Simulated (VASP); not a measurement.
# PtC18 in VASP: notebook, part 2 of 2

VASP 6.6.1.

## 3. Single point, PBE

INCAR reads:

```
SYSTEM = PtC18
PREC = Accurate ; ENCUT = 520
EDIFF = 1E-6 ; ISMEAR = 0
SIGMA = 0.02 ; LREAL = Auto
LASPH = .True. ; NELM = 60
ALGO = Normal ; ISIF = 2
LWAVE = .False. ; LCHARG = .False.
GGA = PE ; NBANDS = 56
```

KPOINTS reads:

```
regular mesh
0
Gamma
  2 2 1
  0 0 0
```

POSCAR reads:

```
PtC18
1.0
    7.3980000000      0.0000000000      0.0000000000
   -3.6990000000      6.4068560000      0.0000000000
    0.0000000000      0.0000000000     12.0000000000
C Pt
18 1
Direct
   -0.0025614338     -0.0057852088      0.0807347500
    0.2200134725      0.1062169963      0.0804718333
   -0.0016845849      0.3254702462      0.0856837500
    0.2204389501      0.4396875784      0.0797885833
   -0.0008312918      0.6644980003      0.1001123333
    0.2232363866      0.7753581476      0.0858003333
    0.3305737139     -0.0057936373      0.0806787500
    0.5536366273      0.1066187534      0.0805381667
    0.3306405617      0.3274698230      0.0781392500
    0.5530738876      0.4396871102      0.0797871667
    0.3311847088      0.6611490878      0.0798259167
    0.5535867425      0.7733381240      0.0781707500
    0.6642272574     -0.0053892268      0.0803593333
    0.8868132616      0.1066081398      0.0806709167
    0.6609717102      0.3254849180      0.0855803333
    0.8850489136      0.4363046399      0.0999979167
    0.6638312431      0.6611431566      0.0798478333
    0.8859219366      0.7753464414      0.0857820833
    0.9423213985      0.5501737514      0.2630292500
```

Potentials or basis: VASP PAW PBE potentials, release 64 (C, Pt).

Launch:

```bash
$ cat potpaw_PBE.64/C/POTCAR potpaw_PBE.64/Pt/POTCAR > POTCAR
$ mpirun -np 1 vasp_std > vasp.out
```

OUTCAR:

```text
SYSTEM = PtC18
   PREC = Accurate
   ENCUT = 520
   EDIFF = 1E-6
   ISMEAR = 0
   LREAL = Auto
   LASPH = .True.
   NELM = 60
   ISIF = 2
   GGA = PE

 ion  position               nearest neighbor table
   1  0.997  0.994  0.081-  18 1.40   2 1.43  14 1.43
   2  0.220  0.106  0.080-   9 1.42   7 1.43   1 1.43
   3  0.998  0.325  0.086-  14 1.40   4 1.43  16 1.45
   4  0.220  0.440  0.080-  11 1.42   3 1.43   9 1.43
   5  0.999  0.664  0.100-   6 1.45  18 1.45  16 1.46  19 2.09
   6  0.223  0.775  0.086-   7 1.40  11 1.43   5 1.45
   7  0.331  0.994  0.081-   6 1.40   2 1.43   8 1.43
   8  0.554  0.107  0.081-  15 1.40  13 1.43   7 1.43
   9  0.331  0.327  0.078-   2 1.42   4 1.43  10 1.43
  10  0.553  0.440  0.080-  17 1.42  15 1.42   9 1.43
  11  0.331  0.661  0.080-   4 1.42  12 1.43   6 1.43
  12  0.554  0.773  0.078-  13 1.42  11 1.43  17 1.43
  13  0.664  0.995  0.080-  12 1.42  14 1.43   8 1.43
  14  0.887  0.107  0.081-   3 1.40  13 1.43   1 1.43
  15  0.661  0.325  0.086-   8 1.40  10 1.42  16 1.45
  16  0.885  0.436  0.100-  15 1.45   3 1.45   5 1.46  19 2.09
  17  0.664  0.661  0.080-  10 1.42  18 1.42  12 1.43
  18  0.886  0.775  0.086-   1 1.40  17 1.42   5 1.45
  19  0.942  0.550  0.263-   5 2.09  16 2.09

  LATTYP: Found a hexagonal cell.
 ALAT       =     7.3980000000
 C/A-ratio  =     1.6220600162

  Lattice vectors:

 A1 = (   7.3980000000,   0.0000000000,   0.0000000000)
 A2 = (  -3.6990000000,   6.4068560000,   0.0000000000)
 A3 = (   0.0000000000,   0.0000000000,  12.0000000000)

Analysis of symmetry for initial positions (statically):
=====================================================================
 Subroutine PRICEL returns:
 Original cell was already a primitive cell.

 Routine SETGRP: Setting up the symmetry group for a
 hexagonal supercell.

 Subroutine GETGRP returns: Found  1 space group operations
 (whereof  1 operations were pure point group operations)
 out of a pool of 24 trial point group operations.

The static configuration has the point symmetry C_1 .

Analysis of symmetry for dynamics (positions and initial velocities):
=====================================================================
 Subroutine PRICEL returns:
 Original cell was already a primitive cell.

 Routine SETGRP: Setting up the symmetry group for a
 hexagonal supercell.

 Subroutine GETGRP returns: Found  1 space group operations
 (whereof  1 operations were pure point group operations)
 out of a pool of 24 trial point group operations.

The dynamic configuration has the point symmetry C_1 .

 Subroutine INISYM returns: Found  1 space group operations
 (whereof  1 operations are pure point group operations),
 and found     1 'primitive' translations

----------------------------------------------------------------------------------------

                                     Primitive cell

  volume of cell :     568.7750

  direct lattice vectors                    reciprocal lattice vectors
[... 72 lines left out ...]
 ===========================================

 Found      4 irreducible k-points:

 Following reciprocal coordinates:
            Coordinates               Weight
  0.000000  0.000000  0.000000      1.000000
  0.500000  0.000000  0.000000      1.000000
  0.000000  0.500000  0.000000      1.000000
  0.500000  0.500000  0.000000      1.000000
   k-points           NKPTS =      4   k-points in BZ     NKDIM =      4   number of bands    NBANDS=     56
   number of dos      NEDOS =    301   number of ions     NIONS =     19
   total plane-waves  NPLWV = 282240
   dimension x,y,z NGX =    56 NGY =   56 NGZ =   90
   dimension x,y,z NGXF=   112 NGYF=  112 NGZF=  180
   ions per type =              18   1
   NGX,Y,Z   is equivalent  to a cutoff of  12.58, 12.58, 12.47 a.u.
   NGXF,Y,Z  is equivalent  to a cutoff of  25.17, 25.17, 24.94 a.u.
 SYSTEM =  PtC18
   PREC   = accura    normal or accurate (medium, high low for compatibility)
   ISTART =      0    job   : 0-new  1-cont  2-samecut
   ICHARG =      2    charge: 1-file 2-atom 10-const
   ISPIN  =      1    spin polarized calculation?
   LNONCOLLINEAR =      F non collinear calculations
   LSORBIT =      F    spin-orbit coupling
   LASPH  =      T    aspherical Exc in radial PAW
   ENCUT  =  520.0 eV  38.22 Ry    6.18 a.u.  13.76 13.76 22.31*2*pi/ulx,y,z
   NELM   =     60;   NELMIN=  2; NELMDL= -5     # of ELM steps
   EDIFF  = 0.1E-05   stopping-criterion for ELM
   LREAL  =      T    real-space projection
   EDIFFG = 0.1E-04   stopping-criterion for IOM
   NSW    =      0    number of steps for IOM
   IBRION =     -1    ionic relax: 0-MD 1-quasi-New 2-CG
   NFREE  =      0    steps in history (QN), initial steepest desc. (CG)
   ISIF   =      2    stress and relaxation
   ISYM   =      2    0-nonsym 1-usesym 2-fastsym
   POTIM  = 0.5000    time-step for ionic-motion
   TEBEG  =    0.0;   TEEND  =   0.0 temperature during run
   PSTRESS=    0.0 pullay stress
   NELECT =      82.0000    total number of electrons
   NUPDOWN=      -1.0000    fix difference up-down
   EMIN   =  10.00;   EMAX   =-10.00  energy-range for DOS
   EFERMI =   0.00;   METHOD = LEGACY
   ISMEAR =     0;   SIGMA  =   0.02  broadening in eV -4-tet -1-fermi 0-gaus
   EFERMI_NEDOS =   21; number of points for ismear=-14 and -15
   IALGO  =     38    algorithm
   IMIX   =      4    mixing-type and parameters
     AMIX     =   0.40;   BMIX     =  1.00
     AMIX_MAG =   1.60;   BMIX_MAG =  1.00
  volume/ion in A,a.u.               =      29.94       202.01
  Fermi-wavevector in a.u.,A,eV,Ry     =   0.858419  1.622176 10.025902  0.736883
  Thomas-Fermi vector in A             =   1.975621
   LORBIT       =      0    0 simple, 1 ext, 2 COOP (PROOUT), +10 PAW based schemes
   GGA     = PE    functional components
   LHFCALC =     F    Hartree Fock is set to
   AEXX    =    0.0000 exact exchange contribution
   IVDW    =     0    specifies the selected vdW correction
   LEPSILON=     F    determine dielectric tensor
   LRPA    =     F    only Hartree local field effects (RPA)
 non-spin polarized calculation
 Gauss-broadening in eV      SIGMA  =   0.02
  energy-cutoff  :      520.00
  volume of cell :      568.78
 maximum number of plane-waves:     15363
 NGX is ok and might be reduce to    56
   NGX = 27   NGY = 27   NGZ = 45

 number of electron      82.0000000 magnetization

 Free energy of the ion-electron system (eV)
  ---------------------------------------------------
  ext. energy  EPLUGINS =         0.00000000
  ---------------------------------------------------
  free energy    TOTEN  =      -168.00627653 eV

  energy without entropy =     -168.00627653  energy(sigma->0) =     -168.00627653

 E-fermi :  -1.1925     XC(G=0):  -4.2143

 val. band max:       -1.3585132319   @ k =   0.0000   0.0000   0.0000
 cond. band min:      -1.0679932247   @ k =   0.0000   0.0000   0.0000
 fundamental gap:      0.2905200072
 Fermi energy:        -1.1925291833

 k-point     1 :       0.0000    0.0000    0.0000
  band No.  band energies     occupation
      1     -20.9161      2.00000
      2     -18.5455      2.00000
      3     -18.3650      2.00000
      4     -18.2988      2.00000
      5     -18.2742      2.00000
      6     -18.2517      2.00000
[... 213 lines left out ...]
     52       3.8929      0.00000
     53       4.2542      0.00000
 [bands above 53 left out]

------------------------ aborting loop because EDIFF is reached ----------------------------------------

  FORCE on cell =-STRESS in cart. coord.  units (eV):
  Direction    XX          YY          ZZ          XY          YZ          ZX
  --------------------------------------------------------------------------------------
  -------------------------------------------------------------------------------------
  Total        6.9822573      1.4295792      0.0467372      0.0042575     -0.0099711     -0.0104112
  in kB       19.6682581      4.0269687      0.1316536      0.0119929     -0.0280875     -0.0293273
  external PRESSURE =       7.9422934 kB  Pullay stress =       0.0000000 kB

 VOLUME and BASIS-vectors are now :
 -----------------------------------------------------------------------------
  energy-cutoff  :      520.00
  volume of cell :      568.78
      direct lattice vectors                 reciprocal lattice vectors
     7.398000000  0.000000000  0.000000000     0.135171668  0.078041398  0.000000000
    -3.699000000  6.406856000  0.000000000     0.000000000  0.156082796  0.000000000
     0.000000000  0.000000000 12.000000000     0.000000000  0.000000000  0.083333333

 POSITION                                       TOTAL-FORCE (eV/Angst)
 -----------------------------------------------------------------------------------
      3.70145      6.36979      0.96882        -0.007373      0.009078     -0.004158
      1.23476      0.68052      0.96566         0.001577     -0.002081     -0.006217
      6.18162      2.08524      1.02821        -0.000911      0.012694     -0.003346
      0.00440      2.81701      0.95746         0.004551     -0.005175     -0.001750
      4.93387      4.25734      1.20135        -0.009327      0.025008     -0.035547
     -1.21655      4.96761      1.02960         0.010073     -0.009617     -0.014807
[... 11 lines left out ...]
      3.68604      4.96753      1.02938         0.001537     -0.001799     -0.002572
      4.93620      3.52488      3.15635        -0.005885     -0.000605      0.086566
 -----------------------------------------------------------------------------------
    total drift:                                0.005771      0.002705      0.024828

  FREE ENERGIE OF THE ION-ELECTRON SYSTEM (eV)
  ---------------------------------------------------
  free  energy   TOTEN  =      -168.0062765296 eV

  energy  without entropy=     -168.0062765296  energy(sigma->0) =     -168.00627653
```

Wall time 2.7 min (1 thread of Intel Xeon 6975P-C (Granite Rapids), shared host); peak memory 0.58 GiB.

Results:

| Quantity | Value |
| --- | --- |
| Free energy | -168.0063 eV |
| Largest force | 0.087 eV/Å |
| Band gap on the k mesh | 0.29 eV, direct |

Forces in eV/Å, atoms in the order of the input:
```
C   -0.007  0.009 -0.004
C    0.002 -0.002 -0.006
C   -0.001  0.013 -0.003
C    0.005 -0.005 -0.002
C   -0.009  0.025 -0.036
C    0.010 -0.010 -0.015
C    0.020  0.014  0.000
C   -0.013 -0.014  0.014
C   -0.002  0.013  0.001
C   -0.008 -0.007  0.002
C    0.000 -0.002  0.003
C   -0.001 -0.009  0.000
C   -0.001  0.009  0.000
C    0.005 -0.011 -0.006
C    0.013  0.002  0.000
C    0.006 -0.024 -0.035
C   -0.015  0.001  0.003
C    0.002 -0.002 -0.003
Pt  -0.006 -0.001  0.087
```

Caveat: the k points lie up to 0.49 Å⁻¹ apart; spin-orbit coupling is left out, which moves the levels of the heavy elements.
